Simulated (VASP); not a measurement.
Here is a VASP 6.6.1 calculation.

INCAR

```
ALGO = Normal
EDIFF = 1E-7
EDIFFG = -0.01
ENCUT = 600
GGA = RP
IBRION = 2
ISIF = 3
ISMEAR = -1
LASPH = T
LCHARG = F
LREAL = F
LWAVE = F
NELM = 60
NSW = 60
PREC = Accurate
SIGMA = 0.05
```

KPOINTS

```
k-points
0
Gamma
  7 7 8
```

File POSCAR:

```
AlSn
1.0
    4.1981056157      0.0000000000      0.0000000000
   -2.0990528078      3.6356661109      0.0000000000
    0.0000000000      0.0000000000      3.3068470000
Sn Al
1 1
Direct
    0.3333333333      0.6666666667      0.5000000000
    0.0000000000      0.0000000000      0.0000000000
```

Potentials or basis: VASP PAW PBE potentials, release 64 (Sn_d, Al).

Command:

```bash
$ cat potpaw_PBE.64/Sn_d/POTCAR potpaw_PBE.64/Al/POTCAR > POTCAR
$ mpirun -np 1 vasp_std > vasp.out
```

Predict the space group after relaxing (to 0.05 Å).

P-6m2 (No. 187).

Estimate the relaxed volume.

25.98 Å³/atom.

The path:
```csv
step,energy change (eV),largest force (eV/Å),pressure (GPa),volume (Å³)
1,0.0000,0.0000,1.43,50.47
2,-0.0060,0.0000,-0.22,52.13
3,-0.0062,0.0000,0.02,51.88
4,-0.0062,0.0000,-0.01,51.91
5,-0.0062,0.0000,-0.02,51.94
6,-0.0063,0.0000,-0.02,51.95
```

Caveat: the PAW data sets were made with another functional, which shifts forces and pressure a little.
